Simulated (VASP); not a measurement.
# SrO (F-43m) in VASP: settings compared, part 2 of 2

VASP 6.6.1. The steps go on from the part before.

### Step 3. Vibrations by perturbation theory, PBEsol

This run uses another cell than the first one, of 21.24 Å³/atom.

Contents of INCAR:

```
SYSTEM = SrO
PREC = Accurate
ENCUT = 520
EDIFF = 1E-8
ISMEAR = 0
SIGMA = 0.01
LREAL = .False.
LASPH = .True.
NELM = 100
ALGO = Normal
ISIF = 2
LWAVE = .False.
LCHARG = .True.
GGA = PS
IBRION = 8
NSW = 1
LEPSILON = .True.
```

Contents of KPOINTS:

```
Automatic mesh
0
Gamma
  6 6 6
  0 0 0
```

Contents of POSCAR:

```
SrO
1.0
    0.0000000000      2.7693114804      2.7693114804
    2.7693114804      0.0000000000      2.7693114804
    2.7693114804      2.7693114804      0.0000000000
Sr O
1 1
Direct
    0.0000000000      0.0000000000      0.0000000000
    0.2500000000      0.2500000000      0.2500000000
```

Potentials or basis: VASP PAW PBE potentials, release 64 (Sr_sv, O).

Started as:

```sh
$ cat potpaw_PBE.64/Sr_sv/POTCAR potpaw_PBE.64/O/POTCAR > POTCAR
$ mpirun -np 1 vasp_std > vasp.out
```

OUTCAR:

```text
SYSTEM = SrO
   PREC = Accurate
   ENCUT = 520
   EDIFF = 1E-8
   ISMEAR = 0
   LREAL = .False.
   LASPH = .True.
   NELM = 100
   ISIF = 2
   GGA = PS
   IBRION = 8
   NSW = 1
   LEPSILON = .True.

 ion  position               nearest neighbor table
   1  0.000  0.000  0.000-   2 2.40   2 2.40   2 2.40   2 2.40
   2  0.250  0.250  0.250-   1 2.40   1 2.40   1 2.40   1 2.40

  LATTYP: Found a face centered cubic cell.
 ALAT       =     5.5386229608

  Lattice vectors:

 A1 = (   0.0000000000,   2.7693114804,   2.7693114804)
 A2 = (   2.7693114804,   0.0000000000,   2.7693114804)
 A3 = (   2.7693114804,   2.7693114804,   0.0000000000)

Analysis of symmetry for initial positions (statically):
=====================================================================
 Subroutine PRICEL returns:
 Original cell was already a primitive cell.

 Routine SETGRP: Setting up the symmetry group for a
 face centered cubic supercell.

 Subroutine GETGRP returns: Found 24 space group operations
 (whereof 24 operations were pure point group operations)
 out of a pool of 48 trial point group operations.

The static configuration has the point symmetry T_d .

Analysis of symmetry for dynamics (positions and initial velocities):
=====================================================================
 Subroutine PRICEL returns:
 Original cell was already a primitive cell.

 Routine SETGRP: Setting up the symmetry group for a
 face centered cubic supercell.

 Subroutine GETGRP returns: Found 24 space group operations
 (whereof 24 operations were pure point group operations)
 out of a pool of 48 trial point group operations.

The dynamic configuration has the point symmetry T_d .

 Subroutine INISYM returns: Found 24 space group operations
 (whereof 24 operations are pure point group operations),
 and found     1 'primitive' translations

----------------------------------------------------------------------------------------

                                     Primitive cell

  volume of cell :      42.4762

  direct lattice vectors                    reciprocal lattice vectors
     0.000000000  2.769311480  2.769311480    -0.180550293  0.180550293  0.180550293
     2.769311480  0.000000000  2.769311480     0.180550293 -0.180550293  0.180550293
     2.769311480  2.769311480  0.000000000     0.180550293  0.180550293 -0.180550293

  length of vectors
     3.916397854  3.916397854  3.916397854     0.312722281  0.312722281  0.312722281

  position of ions in fractional coordinates (direct lattice)
     0.000000000  0.000000000  0.000000000
     0.250000000  0.250000000  0.250000000

[... 418 lines left out ...]
 -----------------------------------------------------------------------------
     0.00007 -0.42274  0.00000
    -0.42274  0.00007  0.00000
     0.00000  0.00000 -0.00015

--------------------------------------- Ionic step        4  -------------------------------------------

------------------------ aborting loop because EDIFF is reached ----------------------------------------

[... ionic steps 5 to 6 ...]

--------------------------------------- Ionic step        7  -------------------------------------------

 Free energy of the ion-electron system (eV)
  ---------------------------------------------------
  ---------------------------------------------------
  free energy    TOTEN  =        -0.36572438 eV

  energy without entropy =       -0.36572438

------------------------ aborting loop because EDIFF is reached ----------------------------------------

 INTERNAL STRAIN TENSOR  FOR ION    2  DIRECTION 1   (eV/Angst):
 -----------------------------------------------------------------------------
     0.00323  0.00000  0.00000
     0.00000 -0.00445 -5.55196
     0.00000 -5.55196 -0.00445

 MACROSCOPIC STATIC DIELECTRIC TENSOR (including local field effects in DFT)
 ------------------------------------------------------
           3.443429    -0.000000     0.000000
           0.000000     3.443429     0.000000
          -0.000000    -0.000000     3.443429
 ------------------------------------------------------

 PIEZOELECTRIC TENSOR (including local field effects)  for field in x, y, z        (e  Angst)
          XX          YY          ZZ          XY          YZ          ZX
  --------------------------------------------------------------------------------
  x     0.00000     0.00000     0.00000     0.00000    -1.12122     0.00000
  y    -0.00000    -0.00000    -0.00000    -0.00000    -0.00000    -1.12122
  z     0.00000     0.00000     0.00000    -1.12122    -0.00000     0.00000

 PIEZOELECTRIC TENSOR (including local field effects)  for field in x, y, z        (C/m^2)
          XX          YY          ZZ          XY          YZ          ZX
  --------------------------------------------------------------------------------
  x     0.00000     0.00000     0.00000     0.00000    -0.42292     0.00000
  y    -0.00000    -0.00000    -0.00000    -0.00000    -0.00000    -0.42292
  z     0.00000     0.00000     0.00000    -0.42292    -0.00000     0.00000

 BORN EFFECTIVE CHARGES (including local field effects) (in |e|, cummulative output)
 ---------------------------------------------------------------------------------
 ion    1
    1     2.12616    -0.00000    -0.00000
    2    -0.00000     2.12616     0.00000
    3     0.00000     0.00000     2.12616
 ion    2
    1    -2.12616     0.00000     0.00000
    2     0.00000    -2.12616    -0.00000
    3    -0.00000    -0.00000    -2.12616

 INTERNAL STRAIN TENSOR FOR ION    2 for displacements in x,y,z  (eV/Angst):
          X           Y           Z          XY          YZ          ZX
  --------------------------------------------------------------------------------
  x     0.00000    -0.00000     0.00000     0.00000    -5.55196     0.00000
  y     0.00000     0.00000    -0.00000     0.00000     0.00000    -5.55196
  z    -0.00000     0.00000     0.00000    -5.55196     0.00000     0.00000

 SECOND DERIVATIVES (NOT SYMMETRIZED)
 ------------------------------------
               1X          1Y          1Z          2X          2Y          2Z
  1X    -5.567067    0.000000    0.000000    5.567067    0.000000    0.000000
  1Y     0.000000   -5.567067    0.000000    0.000000    5.567067    0.000000
  1Z     0.000000    0.000000   -5.567067    0.000000    0.000000    5.567067
  2X     5.567277    0.000000    0.000000   -5.567277    0.000000    0.000000
  2Y     0.000000    5.567277    0.000000    0.000000   -5.567277    0.000000
  2Z     0.000000    0.000000    5.567277    0.000000    0.000000   -5.567277

 Eigenvectors and eigenvalues of the dynamical matrix
 ----------------------------------------------------

   1 f  =   10.028386 THz    63.010210 2PiTHz  334.510965 cm-1    41.474055 meV
             X         Y         Z           dx          dy          dz
      0.000000  0.000000  0.000000    -0.392945    0.000000    0.000000
      1.384656  1.384656  1.384656     0.919562    0.000000    0.000000
[... 21 lines left out ...]
   6 f/i=    0.000068 THz     0.000430 2PiTHz    0.002280 cm-1     0.000283 meV
             X         Y         Z           dx          dy          dz
      0.000000  0.000000  0.000000     0.000000    0.426894    0.814467
      1.384656  1.384656  1.384656     0.000000    0.182419    0.348035

--------------------------------------------------------------------------------------------------------

 MACROSCOPIC STATIC DIELECTRIC TENSOR IONIC CONTRIBUTION
 ------------------------------------------------------
           3.459222    -0.000000     0.000000
          -0.000000     3.459222    -0.000000
           0.000000    -0.000000     3.459222
 ------------------------------------------------------

 ELASTIC MODULI CONTR FROM IONIC RELAXATION (kBar)
 Direction    XX          YY          ZZ          XY          YZ          ZX
 --------------------------------------------------------------------------------
 XX          -0.0000      0.0000      0.0000     -0.0000      0.0000      0.0000
 YY           0.0000     -0.0000      0.0000      0.0000     -0.0000      0.0000
 ZZ           0.0000      0.0000     -0.0000      0.0000      0.0000     -0.0000
 XY          -0.0000      0.0000      0.0000   -206.5832     -0.0000      0.0000
 YZ           0.0000     -0.0000      0.0000     -0.0000   -206.5832      0.0000
 ZX           0.0000      0.0000     -0.0000      0.0000      0.0000   -206.5832
 --------------------------------------------------------------------------------

 PIEZOELECTRIC TENSOR IONIC CONTR  for field in x, y, z        (C/m^2)
          XX          YY          ZZ          XY          YZ          ZX
  --------------------------------------------------------------------------------
  x    -0.00000     0.00000    -0.00000     0.00000     0.79544    -0.00000
  y    -0.00000    -0.00000     0.00000    -0.00000    -0.00000     0.79544
  z     0.00000    -0.00000    -0.00000     0.79544     0.00000    -0.00000
```

It took 9.8 min on 1 thread of Intel Xeon 8259CL, shared host; peak memory 0.23 GiB.

Results:

| Quantity | Value |
| --- | --- |
| Electronic dielectric tensor (diagonal) | 3.44 |
| Born charges (mean of the diagonal) | Sr +2.13; O -2.13 e |
| Highest phonon frequency at Γ, LO-TO splitting left out | 335 cm⁻¹ |

Phonon frequencies in cm⁻¹ (negative: imaginary):
```csv
q point,frequencies
"(0.000, 0.000, 0.000)",0 0 0 335 335 335
```

Electronic dielectric tensor:
```
3.44 0.00 0.00
0.00 3.44 0.00
0.00 0.00 3.44
```

Born effective charge tensors (e):
atom 1, Sr
```
2.13 0.00 0.00
0.00 2.13 0.00
0.00 0.00 2.13
```
atom 2, O
```
-2.13  0.00  0.00
 0.00 -2.13  0.00
 0.00  0.00 -2.13
```

Caveat: the PAW data sets were made with another functional, which shifts forces and pressure a little.

### Step 4. Dielectric tensor, PBE

Contents of INCAR:

```
PREC = Accurate ; ENCUT = 520
EDIFF = 1E-8 ; ISMEAR = 0
SIGMA = 0.01 ; LREAL = F
LASPH = T ; NELM = 80
ALGO = Normal ; ISIF = 2
LWAVE = F ; LCHARG = F
GGA = PE ; LEPSILON = T
```

Contents of KPOINTS:

```
Automatic mesh
0
Gamma
  6 6 6
```

Contents of POSCAR:

```
SrO
1.0
    0.0000000000      2.7922805133      2.7922805133
    2.7922805133      0.0000000000      2.7922805133
    2.7922805133      2.7922805133      0.0000000000
Sr O
1 1
Direct
    0.0000000000      0.0000000000      0.0000000000
    0.2500000000      0.2500000000      0.2500000000
```

Potentials or basis: VASP PAW PBE potentials, release 64 (Sr_sv, O).

Started as:

```sh
$ cat potpaw_PBE.64/Sr_sv/POTCAR potpaw_PBE.64/O/POTCAR > POTCAR
$ mpirun -np 1 vasp_std > vasp.out
```

OUTCAR:

```text
PREC = Accurate
   ENCUT = 520
   EDIFF = 1E-8
   ISMEAR = 0
   LREAL = F
   LASPH = T
   NELM = 80
   ISIF = 2
   GGA = PE
   LEPSILON = T

 ion  position               nearest neighbor table
   1  0.000  0.000  0.000-   2 2.42   2 2.42   2 2.42   2 2.42
   2  0.250  0.250  0.250-   1 2.42   1 2.42   1 2.42   1 2.42

  LATTYP: Found a face centered cubic cell.
 ALAT       =     5.5845610266

  Lattice vectors:

 A1 = (   0.0000000000,   2.7922805133,   2.7922805133)
 A2 = (   2.7922805133,   0.0000000000,   2.7922805133)
 A3 = (   2.7922805133,   2.7922805133,   0.0000000000)

Analysis of symmetry for initial positions (statically):
=====================================================================
 Subroutine PRICEL returns:
 Original cell was already a primitive cell.

 Routine SETGRP: Setting up the symmetry group for a
 face centered cubic supercell.

 Subroutine GETGRP returns: Found 24 space group operations
 (whereof 24 operations were pure point group operations)
 out of a pool of 48 trial point group operations.

The static configuration has the point symmetry T_d .

Analysis of symmetry for dynamics (positions and initial velocities):
=====================================================================
 Subroutine PRICEL returns:
 Original cell was already a primitive cell.

 Routine SETGRP: Setting up the symmetry group for a
 face centered cubic supercell.

 Subroutine GETGRP returns: Found 24 space group operations
 (whereof 24 operations were pure point group operations)
 out of a pool of 48 trial point group operations.

The dynamic configuration has the point symmetry T_d .

 Subroutine INISYM returns: Found 24 space group operations
 (whereof 24 operations are pure point group operations),
 and found     1 'primitive' translations

----------------------------------------------------------------------------------------

                                     Primitive cell

  volume of cell :      43.5419

  direct lattice vectors                    reciprocal lattice vectors
     0.000000000  2.792280513  2.792280513    -0.179065104  0.179065104  0.179065104
     2.792280513  0.000000000  2.792280513     0.179065104 -0.179065104  0.179065104
     2.792280513  2.792280513  0.000000000     0.179065104  0.179065104 -0.179065104

  length of vectors
     3.948880972  3.948880972  3.948880972     0.310149858  0.310149858  0.310149858

  position of ions in fractional coordinates (direct lattice)
     0.000000000  0.000000000  0.000000000
     0.250000000  0.250000000  0.250000000

  ion indices of the primitive-cell ions
   primitive index   ion index
                 1           1
                 2           2

[... 338 lines left out ...]
  band No.  band energies     occupation
      1     -31.8457      2.00000
      2     -15.9326      2.00000
      3     -14.1413      2.00000
      4     -14.0472      2.00000
      5     -12.3801      2.00000
      6      -0.7625      2.00000
      7      -0.0498      2.00000
      8       0.2853      2.00000
      9       4.8631      0.00000
     10       5.9834      0.00000
     11       9.0040      0.00000
     12       9.9276      0.00000

  FORCE on cell =-STRESS in cart. coord.  units (eV):
  Direction    XX          YY          ZZ          XY          YZ          ZX
  --------------------------------------------------------------------------------------
  -------------------------------------------------------------------------------------
  Total        0.3887466      0.3887466      0.3887466     -0.0000000     -0.0000000     -0.0000000
  in kB       14.3044132     14.3044132     14.3044132     -0.0000000     -0.0000000     -0.0000000
  external PRESSURE =      14.3044132 kB  Pullay stress =       0.0000000 kB

 VOLUME and BASIS-vectors are now :
 -----------------------------------------------------------------------------
  energy-cutoff  :      520.00
  volume of cell :       43.54
      direct lattice vectors                 reciprocal lattice vectors
     0.000000000  2.792280513  2.792280513    -0.179065104  0.179065104  0.179065104
     2.792280513  0.000000000  2.792280513     0.179065104 -0.179065104  0.179065104
     2.792280513  2.792280513  0.000000000     0.179065104  0.179065104 -0.179065104

 POSITION                                       TOTAL-FORCE (eV/Angst)
 -----------------------------------------------------------------------------------
      0.00000      0.00000      0.00000         0.000000      0.000000      0.000000
      1.39614      1.39614      1.39614        -0.000000     -0.000000     -0.000000
 -----------------------------------------------------------------------------------
    total drift:                               -0.000000     -0.000000     -0.000000

  FREE ENERGIE OF THE ION-ELECTRON SYSTEM (eV)
  ---------------------------------------------------
  free  energy   TOTEN  =       -11.7613005506 eV

  energy  without entropy=      -11.7613005506  energy(sigma->0) =      -11.76130055

 HEAD OF MICROSCOPIC STATIC DIELECTRIC TENSOR (INDEPENDENT PARTICLE, excluding Hartree and local field effects)
 ------------------------------------------------------
           3.589088     0.000000     0.000000
           0.000000     3.589088    -0.000000
           0.000000     0.000000     3.589088
 ------------------------------------------------------

 Free energy of the ion-electron system (eV)
  ---------------------------------------------------
  ---------------------------------------------------
  free energy    TOTEN  =        -0.31714201 eV

  energy without entropy =       -0.31714201

------------------------ aborting loop because EDIFF is reached ----------------------------------------

--------------------------------------- Ionic step        2  -------------------------------------------

------------------------ aborting loop because EDIFF is reached ----------------------------------------

--------------------------------------- Ionic step        3  -------------------------------------------

 Free energy of the ion-electron system (eV)
  ---------------------------------------------------
  ---------------------------------------------------
  free energy    TOTEN  =        -0.31714106 eV

  energy without entropy =       -0.31714106

------------------------ aborting loop because EDIFF is reached ----------------------------------------

 PIEZOELECTRIC TENSOR FIELD DIRECTION 3  (e Angst)
 -----------------------------------------------------------------------------
     0.00023 -1.12424  0.00000           (  0.00000  0.04289  0.00000)
    -1.12424  0.00023  0.00000           (  0.04289  0.00000  0.00000)
     0.00000  0.00000 -0.00044           (  0.00000  0.00000  0.00000)

 PIEZOELECTRIC TENSOR FIELD DIRECTION 3  (C/m^2)
 -----------------------------------------------------------------------------
     0.00008 -0.41368  0.00000
    -0.41368  0.00008  0.00000
     0.00000  0.00000 -0.00016

 MACROSCOPIC STATIC DIELECTRIC TENSOR (including local field effects in DFT)
 ------------------------------------------------------
           3.367119     0.000000     0.000000
          -0.000000     3.367119    -0.000000
           0.000000     0.000000     3.367119
 ------------------------------------------------------

 PIEZOELECTRIC TENSOR (including local field effects)  for field in x, y, z        (e  Angst)
          XX          YY          ZZ          XY          YZ          ZX
  --------------------------------------------------------------------------------
  x    -0.00000     0.00000     0.00000    -0.00000    -1.12484    -0.00000
  y    -0.00000     0.00000    -0.00000     0.00000    -0.00000    -1.12484
  z    -0.00000    -0.00000     0.00000    -1.12484     0.00000     0.00000

 PIEZOELECTRIC TENSOR (including local field effects)  for field in x, y, z        (C/m^2)
          XX          YY          ZZ          XY          YZ          ZX
  --------------------------------------------------------------------------------
  x    -0.00000     0.00000     0.00000    -0.00000    -0.41390    -0.00000
  y    -0.00000     0.00000    -0.00000     0.00000    -0.00000    -0.41390
  z    -0.00000    -0.00000     0.00000    -0.41390     0.00000     0.00000

 BORN EFFECTIVE CHARGES (including local field effects) (in |e|, cummulative output)
 ---------------------------------------------------------------------------------
 ion    1
    1     2.12454    -0.00000    -0.00000
    2    -0.00000     2.12454    -0.00000
    3     0.00000     0.00000     2.12454
 ion    2
    1    -2.12454     0.00000     0.00000
    2     0.00000    -2.12454     0.00000
    3     0.00000     0.00000    -2.12454
```

Wall time 6.4 min (1 thread of Intel Xeon 8259CL, shared host); peak memory 0.23 GiB.

What came out:

- Band gap on the k mesh: 2.53 eV (least direct gap 3.37 eV)
- Electronic dielectric tensor (diagonal): 3.37
- Born charges (mean of the diagonal): Sr +2.12; O -2.12 e

Electronic dielectric tensor:
```
3.37 0.00 0.00
0.00 3.37 0.00
0.00 0.00 3.37
```

Born effective charge tensors (e):
atom 1, Sr
```
2.12 0.00 0.00
0.00 2.12 0.00
0.00 0.00 2.12
```
atom 2, O
```
-2.12  0.00  0.00
 0.00 -2.12  0.00
 0.00  0.00 -2.12
```

### Step 5. Summary

```csv
task,level,cell,gap on the mesh (eV)
dielectric tensor,r2SCAN,"a = 3.949 Å, angles 60.0°, 2 atoms",2.91
vibrations by perturbation theory,PBEsol,"a = 3.916 Å, angles 60.0°, 2 atoms",-
dielectric tensor,PBE,"a = 3.949 Å, angles 60.0°, 2 atoms",2.53
```

Alike in all rows: potentials or basis VASP PAW PBE potentials, release 64 (Sr_sv, O); no spin polarisation; k mesh 6 × 6 × 6; cutoff (eV) 520; smearing gaussian 0.01 eV.

Caveats: the PAW data sets were made with another functional, which shifts forces and pressure a little (at least some runs).

Total energies depend on the potentials used, so only differences within one code and one set of settings carry meaning.
